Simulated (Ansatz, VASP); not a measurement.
One calculation of MgS, two programs

File POSCAR:

```
MgS
1.0
    0.0000000000      2.6015179373      2.6015179373
    2.5924126245      0.0000000000      2.6015179373
    2.5924126245      2.6015179373      0.0000000000
Mg S
1 1
Direct
    0.0000000000      0.0000000000      0.0000000000
    0.5000000000      0.5000000000      0.5000000000
```

The input INCAR.step1:

```
PREC = Accurate ; ENCUT = 520
EDIFF = 1E-5 ; ISMEAR = 0
SIGMA = 0.01 ; LREAL = False
LASPH = True ; NELM = 100
ALGO = Normal ; ISIF = 2
LWAVE = True ; LCHARG = False
NBANDS = 11 ; GGA = PE
```

INCAR.step2

```
PREC = Accurate ; ENCUT = 520
EDIFF = 1E-6 ; ISMEAR = 0
SIGMA = 0.01 ; LREAL = False
LASPH = True ; NELM = 100
ALGO = Normal ; ISIF = 2
LWAVE = False ; LCHARG = False
GGA = PE ; LHFCALC = True
HFSCREEN = 0.2079 ; PRECFOCK = Normal
NBANDS = 11 ; ISTART = 1
```

The input KPOINTS:

```
regular mesh
0
Gamma
  6 6 6
```

Input for Ansatz:

```yaml
crystal:
  lattice:
    - [0.0, 2.6015179373, 2.6015179373]
    - [2.5924126245, 0.0, 2.6015179373]
    - [2.5924126245, 2.6015179373, 0.0]
  atoms:
    - { symbol: Mg, position: [0.0, 0.0, 0.0] }
    - { symbol: S, position: [0.5, 0.5, 0.5] }
kpoints:
  mp_grid: { grid: [6, 6, 6] }
  band_path:
    path:
      - [0.0, 0.0, 0.0]
      - [0.5, 0.0, 0.5]
      - [0.625, 0.25, 0.625]
      - [0.375, 0.375, 0.75]
      - [0.5, 0.5, 0.5]
      - [0.5, 0.25, 0.75]
    npoints: 1
hamiltonian:
  xc: hse06
scf:
  occupations: { method: fixed }
  n_extra_bands: 4
output:
  forces: true
  stress: true
  eigenvalues: true
```

Change from the starting cell: uniaxial_x strain -0.3%.

Alike in both runs: task single point; functional HSE06; k mesh 6 × 6 × 6; no spin polarisation.

```csv
,VASP,Ansatz
version,VASP 6.6.1,Ansatz 0.2.0
potentials or method,"VASP PAW PBE potentials, release 64 (Mg, S)","plane waves, PAW"
plane-wave cutoff (eV),520,420
occupations,"gaussian, width 0.01 eV",fixed
valence electrons in the cell,8,16
```

Ansatz gave:

- gap on the k mesh at the Fermi level (eV): 3.79
- pressure (GPa): -0.1
- traceless stress, the component that is largest in VASP (GPa): 0.25

Task: What did VASP give for the same quantities?

Result: gap on the k mesh at the Fermi level (eV): 3.74; pressure (GPa): -0.4; traceless stress, the component that is largest in VASP (GPa): 0.25.

VASP's potentials hold 8 valence electrons a cell and Ansatz's 16, so a difference there can come from the potentials and not from the codes. Ansatz's warnings: stress exchange threshold loose, stress scf threshold loose.
